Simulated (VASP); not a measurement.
InSe:

```xyz
8
Lattice="4.0473 0.0000 0.0000 -2.0237 3.5051 0.0000 0.0000 0.0000 18.0521" Properties=species:S:1:pos:R:3 pbc="T T T"
In    0.0000    2.3367    1.3971
In    0.0000    2.3367   16.6550
In    0.0000    0.0000    7.6289
In    0.0000    0.0000   10.4231
Se    0.0000    2.3367    6.3721
Se    0.0000    2.3367   11.6800
Se    2.0237    1.1684    2.6537
Se    2.0237    1.1684   15.3984
```

Base run:

```yaml
Program: VASP 6.6.1
Functional: RPBE
Potentials_or_basis: VASP PAW PBE potentials, release 64 (In_d, Se)
Cutoff: 520 eV
k_mesh: 6 × 6 × 2
Occupations: fermi-dirac, width 0.05 eV
Spin: no spin polarisation
```

Its results: band gap on the k mesh 0.85 eV; pressure 3.0 GPa; largest force 0.358 eV/Å.

Problem. The run is repeated on the same cell with these changes: functional from RPBE to r2SCAN. What comes out?

Solution. Band gap on the k mesh 1.13 eV; pressure -0.1 GPa; largest force 0.044 eV/Å.

Caveats: the PAW data sets were made with another functional, which shifts forces and pressure a little; spin-orbit coupling is left out, which moves the levels of the heavy elements; the cell stands under pressure (at least some runs); this functional lacks dispersion, which binds the layers, so the pressure and a relaxed spacing across them are unreliable (at least some runs).

A k mesh can miss the band edges.
